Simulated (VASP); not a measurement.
# InSb (Fm-3m) in VASP: single point with r2SCAN

Aim: the single point of InSb with r2SCAN.

Everything below comes from runs of VASP 6.6.1. Logs are shortened: lines on timing, memory, paths and dates and some standing lists are left out, and cuts for length are marked.

**1. The cell of the first run**

It takes space group Fm-3m (No. 225, cubic). Conventional cell: a = 6.147 Å, b = 6.147 Å, c = 6.147 Å, α = 90.00°, β = 90.00°, γ = 90.00°. In (site symmetry m-3m) has 6 Sb at 3.07 Å within 4.0 Å. Sb (site symmetry m-3m) has 6 In at 3.07 Å within 4.0 Å.

**2. Single point, r2SCAN**

POSCAR reads:

```
InSb
1.0
    0.0000000000      3.0735130000      3.0735130000
    3.0735130000      0.0000000000      3.0735130000
    3.0735130000      3.0735130000      0.0000000000
In Sb
1 1
Direct
    0.0000000000      0.0000000000      0.0000000000
    0.5000000000      0.5000000000      0.5000000000
```

INCAR.step1 reads:

```
SYSTEM = InSb
  PREC = Accurate
  ENCUT = 520
  ISMEAR = 0
  SIGMA = 0.1
  LREAL = .False.
  LASPH = .True.
  NELM = 60
  NBANDS = 16
  GGA = PE
  ALGO = Normal
  EDIFF = 1E-4
  LWAVE = .True.
  LCHARG = .False.
```

INCAR.step2 reads:

```
SYSTEM = InSb
  PREC = Accurate
  ENCUT = 520
  EDIFF = 1E-7
  ISMEAR = 0
  SIGMA = 0.1
  LREAL = .False.
  LASPH = .True.
  NELM = 60
  ALGO = Normal
  ISIF = 2
  LWAVE = .False.
  LCHARG = .False.
  METAGGA = R2SCAN
  LMIXTAU = .True.
  NBANDS = 16
  ISTART = 1
```

KPOINTS reads:

```
Automatic mesh
0
Gamma
  6 6 6
  0 0 0
```

Potentials or basis: VASP PAW PBE potentials, release 64 (In_d, Sb).

Launch:

```console
cat potpaw_PBE.64/In_d/POTCAR potpaw_PBE.64/Sb/POTCAR > POTCAR
cp INCAR.step1 INCAR
mpirun -np 1 vasp_std > vasp.out
cp INCAR.step2 INCAR
mpirun -np 1 vasp_std > vasp.out
```

OUTCAR:

```text
SYSTEM = InSb
   PREC = Accurate
   ENCUT = 520
   EDIFF = 1E-7
   ISMEAR = 0
   LREAL = .False.
   LASPH = .True.
   NELM = 60
   ISIF = 2
   METAGGA = R2SCAN
   ISTART = 1

 ion  position               nearest neighbor table
   1  0.000  0.000  0.000-   2 3.07   2 3.07   2 3.07   2 3.07   2 3.07   2 3.07
   2  0.500  0.500  0.500-   1 3.07   1 3.07   1 3.07   1 3.07   1 3.07   1 3.07

  LATTYP: Found a face centered cubic cell.
 ALAT       =     6.1470260000

  Lattice vectors:

 A1 = (   0.0000000000,   3.0735130000,   3.0735130000)
 A2 = (   3.0735130000,   0.0000000000,   3.0735130000)
 A3 = (   3.0735130000,   3.0735130000,   0.0000000000)

Analysis of symmetry for initial positions (statically):
=====================================================================
 Subroutine PRICEL returns:
 Original cell was already a primitive cell.

 Routine SETGRP: Setting up the symmetry group for a
 face centered cubic supercell.

 Subroutine GETGRP returns: Found 48 space group operations
 (whereof 48 operations were pure point group operations)
 out of a pool of 48 trial point group operations.

The static configuration has the point symmetry O_h .

Analysis of symmetry for dynamics (positions and initial velocities):
=====================================================================
 Subroutine PRICEL returns:
 Original cell was already a primitive cell.

 Routine SETGRP: Setting up the symmetry group for a
 face centered cubic supercell.

 Subroutine GETGRP returns: Found 48 space group operations
 (whereof 48 operations were pure point group operations)
 out of a pool of 48 trial point group operations.

The dynamic configuration has the point symmetry O_h .

 Subroutine INISYM returns: Found 48 space group operations
 (whereof 48 operations are pure point group operations),
 and found     1 'primitive' translations

----------------------------------------------------------------------------------------

                                     Primitive cell

  volume of cell :      58.0678

  direct lattice vectors                    reciprocal lattice vectors
     0.000000000  3.073513000  3.073513000    -0.162680295  0.162680295  0.162680295
     3.073513000  0.000000000  3.073513000     0.162680295 -0.162680295  0.162680295
     3.073513000  3.073513000  0.000000000     0.162680295  0.162680295 -0.162680295

  length of vectors
     4.346603769  4.346603769  4.346603769     0.281770535  0.281770535  0.281770535

  position of ions in fractional coordinates (direct lattice)
     0.000000000  0.000000000  0.000000000
     0.500000000  0.500000000  0.500000000

  ion indices of the primitive-cell ions
   primitive index   ion index
                 1           1
                 2           2

----------------------------------------------------------------------------------------

 KPOINTS: Automatic mesh

Automatic generation of k-mesh.
 Grid dimensions read from file:
 generate k-points for:    6    6    6

 Generating k-lattice:

  Cartesian coordinates                     Fractional coordinates (reciprocal lattice)
    -0.027113382  0.027113382  0.027113382     0.166666667  0.000000000  0.000000000
     0.027113382 -0.027113382  0.027113382     0.000000000  0.166666667  0.000000000
     0.027113382  0.027113382 -0.027113382     0.000000000  0.000000000  0.166666667

  Length of vectors
     0.046961756  0.046961756  0.046961756

  Shift w.r.t. Gamma in fractional coordinates (k-lattice)
     0.000000000  0.000000000  0.000000000

 Subroutine IBZKPT returns following result:
 ===========================================

 Found     16 irreducible k-points:

 Following reciprocal coordinates:
            Coordinates               Weight
  0.000000  0.000000  0.000000      1.000000
  0.166667  0.000000  0.000000      8.000000
  0.333333  0.000000  0.000000      8.000000
  0.500000  0.000000  0.000000      4.000000
  0.166667  0.166667  0.000000      6.000000
  0.333333  0.166667  0.000000     24.000000
[... 8 lines left out ...]
 -0.333333  0.333333  0.166667     24.000000
 -0.333333  0.500000  0.166667     12.000000
   k-points           NKPTS =     16   k-points in BZ     NKDIM =     16   number of bands    NBANDS=     16
   number of dos      NEDOS =    301   number of ions     NIONS =      2
   total plane-waves  NPLWV =  32768
   dimension x,y,z NGX =    32 NGY =   32 NGZ =   32
   dimension x,y,z NGXF=    64 NGYF=   64 NGZF=   64
   ions per type =               1   1
   NGX,Y,Z   is equivalent  to a cutoff of  12.24, 12.24, 12.24 a.u.
   NGXF,Y,Z  is equivalent  to a cutoff of  24.48, 24.48, 24.48 a.u.
 SYSTEM =  InSb
   PREC   = accura    normal or accurate (medium, high low for compatibility)
   ISTART =      1    job   : 0-new  1-cont  2-samecut
   ICHARG =      0    charge: 1-file 2-atom 10-const
   ISPIN  =      1    spin polarized calculation?
   LNONCOLLINEAR =      F non collinear calculations
   LSORBIT =      F    spin-orbit coupling
   LASPH  =      T    aspherical Exc in radial PAW
   ENCUT  =  520.0 eV  38.22 Ry    6.18 a.u.   8.08  8.08  8.08*2*pi/ulx,y,z
   NELM   =     60;   NELMIN=  2; NELMDL=  0     # of ELM steps
   EDIFF  = 0.1E-06   stopping-criterion for ELM
   LREAL  =      F    real-space projection
   EDIFFG = 0.1E-05   stopping-criterion for IOM
   NSW    =      0    number of steps for IOM
   IBRION =     -1    ionic relax: 0-MD 1-quasi-New 2-CG
   NFREE  =      0    steps in history (QN), initial steepest desc. (CG)
   ISIF   =      2    stress and relaxation
   ISYM   =      2    0-nonsym 1-usesym 2-fastsym
   POTIM  = 0.5000    time-step for ionic-motion
   TEBEG  =    0.0;   TEEND  =   0.0 temperature during run
   PSTRESS=    0.0 pullay stress
   NELECT =      18.0000    total number of electrons
   NUPDOWN=      -1.0000    fix difference up-down
   EMIN   =  10.00;   EMAX   =-10.00  energy-range for DOS
   EFERMI =   0.00;   METHOD = LEGACY
   ISMEAR =     0;   SIGMA  =   0.10  broadening in eV -4-tet -1-fermi 0-gaus
   EFERMI_NEDOS =   21; number of points for ismear=-14 and -15
   IALGO  =     38    algorithm
   IMIX   =      4    mixing-type and parameters
     AMIX     =   0.40;   BMIX     =  1.00
     AMIX_MAG =   1.60;   BMIX_MAG =  1.00
  volume/ion in A,a.u.               =      29.03       195.93
  Fermi-wavevector in a.u.,A,eV,Ry     =   1.107951  2.093724 16.701910  1.227556
  Thomas-Fermi vector in A             =   2.244472
   LORBIT       =      0    0 simple, 1 ext, 2 COOP (PROOUT), +10 PAW based schemes
   METAGGA = R2SCAN    functional components
   LHFCALC =     F    Hartree Fock is set to
   AEXX    =    0.0000 exact exchange contribution
   IVDW    =     0    specifies the selected vdW correction
   LEPSILON=     F    determine dielectric tensor
   LRPA    =     F    only Hartree local field effects (RPA)
 non-spin polarized calculation
 Gauss-broadening in eV      SIGMA  =   0.10
  energy-cutoff  :      520.00
  volume of cell :       58.07
 maximum number of plane-waves:      1588
   NGX = 17   NGY = 17   NGZ = 17

 number of electron      18.0000004 magnetization

 Free energy of the ion-electron system (eV)
  ---------------------------------------------------
  ext. energy  EPLUGINS =         0.00000000
  ---------------------------------------------------
  free energy    TOTEN  =       -48.37739699 eV

  energy without entropy =      -48.36813856  energy(sigma->0) =      -48.37276777

 E-fermi :   6.5993     XC(G=0): -10.2808

 val. band max:        6.5445302363   @ k =  -0.3333   0.1667   0.0000
 cond. band min:       6.6082238704   @ k =   0.3333   0.0000   0.0000
 fundamental gap:      0.0636936341
 Fermi energy:         6.5992954916

 k-point     1 :       0.0000    0.0000    0.0000
  band No.  band energies     occupation
      1      -8.5636      2.00000
      2      -8.5636      2.00000
      3      -8.5253      2.00000
      4      -8.5252      2.00000
      5      -8.5252      2.00000
      6      -4.8634      2.00000
[... 8 lines left out ...]
     15      13.0259      0.00000
     16      13.0259      0.00000

 k-point     2 :       0.1667    0.0000    0.0000
  band No.  band energies     occupation
      1      -8.5710      2.00000
      2      -8.5710      2.00000
      3      -8.5253      2.00000
      4      -8.5193      2.00000
      5      -8.5193      2.00000
      6      -4.5573      2.00000
[... 8 lines left out ...]
     15      13.6858      0.00000
     16      13.6858      0.00000

 k-point     3 :       0.3333    0.0000    0.0000
  band No.  band energies     occupation
      1      -8.5877      2.00000
      2      -8.5877      2.00000
      3      -8.5260      2.00000
      4      -8.5054      2.00000
      5      -8.5054      2.00000
      6      -3.7135      2.00000
[... 8 lines left out ...]
     15      15.3755      0.00000
     16      15.3755      0.00000

 k-point     4 :       0.5000    0.0000    0.0000
  band No.  band energies     occupation
      1      -8.5964      2.00000
      2      -8.5963      2.00000
      3      -8.5266      2.00000
      4      -8.4981      2.00000
      5      -8.4981      2.00000
      6      -2.9841      2.00000
[... 8 lines left out ...]
     15      17.4380      0.00000
     16      17.4380      0.00000
[... 172 lines left out ...]
 k-point    14 :       0.5000    0.3333    0.1667
  band No.  band energies     occupation
      1      -8.6382      2.00000
      2      -8.5709      2.00000
      3      -8.5270      2.00000
      4      -8.5018      2.00000
      5      -8.4940      2.00000
      6      -2.9862      2.00000
[... 8 lines left out ...]
     15      17.0849      0.00000
     16      17.1722      0.00000

 k-point    15 :      -0.3333    0.3333    0.1667
  band No.  band energies     occupation
      1      -8.6449      2.00000
      2      -8.5782      2.00000
      3      -8.5162      2.00000
      4      -8.5111      2.00000
      5      -8.4877      2.00000
      6      -2.3925      2.00000
[... 8 lines left out ...]
     15      15.1460      0.00000
     16      18.6466      0.00000

 k-point    16 :      -0.3333    0.5000    0.1667
  band No.  band energies     occupation
      1      -8.6726      2.00000
      2      -8.5640      2.00000
      3      -8.5297      2.00000
      4      -8.4986      2.00000
      5      -8.4816      2.00000
      6      -2.1707      2.00000
[... 8 lines left out ...]
     15      17.2890      0.00000
     16      19.5716      0.00000

------------------------ aborting loop because EDIFF is reached ----------------------------------------

  FORCE on cell =-STRESS in cart. coord.  units (eV):
  Direction    XX          YY          ZZ          XY          YZ          ZX
  --------------------------------------------------------------------------------------
  -------------------------------------------------------------------------------------
  Total       -0.5218410     -0.5218410     -0.5218410      0.0000000      0.0000000     -0.0000000
  in kB      -14.3983784    -14.3983784    -14.3983784      0.0000000      0.0000000     -0.0000000
  external PRESSURE =     -14.3983784 kB  Pullay stress =       0.0000000 kB

 VOLUME and BASIS-vectors are now :
 -----------------------------------------------------------------------------
  energy-cutoff  :      520.00
  volume of cell :       58.07
      direct lattice vectors                 reciprocal lattice vectors
     0.000000000  3.073513000  3.073513000    -0.162680295  0.162680295  0.162680295
     3.073513000  0.000000000  3.073513000     0.162680295 -0.162680295  0.162680295
     3.073513000  3.073513000  0.000000000     0.162680295  0.162680295 -0.162680295

 POSITION                                       TOTAL-FORCE (eV/Angst)
 -----------------------------------------------------------------------------------
      0.00000      0.00000      0.00000         0.000000      0.000000      0.000000
      3.07351      3.07351      3.07351        -0.000000     -0.000000     -0.000000
 -----------------------------------------------------------------------------------
    total drift:                                0.000000     -0.000000     -0.000000

  FREE ENERGIE OF THE ION-ELECTRON SYSTEM (eV)
  ---------------------------------------------------
  free  energy   TOTEN  =       -48.3773969911 eV

  energy  without entropy=      -48.3681385567  energy(sigma->0) =      -48.37276777
```

Run time: 24 s. Hardware: 1 thread of Intel Xeon 6975P-C (Granite Rapids), shared host; peak memory 0.18 GiB.

Results:

| Property | Result |
| --- | --- |
| Free energy | -48.3774 eV |
| Pressure | -1.4 GPa |
| Band gap on the k mesh | zero (band 9 reaches 7.04 eV, above the bottom of band 10 at 4.26 eV) |

Levels at points of the mesh, in eV from the Fermi level:
| k point | band 6 | band 7 | band 8 | band 9 | band 10 | band 11 | band 12 | band 13 |
| --- | --- | --- | --- | --- | --- | --- | --- | --- |
| (0.00, 0.00, 0.00) | -11.46 | -0.26 | -0.22 | -0.22 | -0.22 | 6.29 | 6.29 | 6.29 |
| (0.50, 0.00, 0.00) | -9.58 | -6.72 | 0.19 | 0.19 | 2.46 | 2.50 | 2.50 | 3.43 |
| (0.50, 0.50, 0.00) | -8.85 | -4.67 | -3.45 | -2.34 | -2.34 | 3.47 | 8.62 | 8.62 |

Caveat: the PAW data sets were made with another functional, which shifts forces and pressure a little; spin-orbit coupling is left out, which moves the levels of the heavy elements.
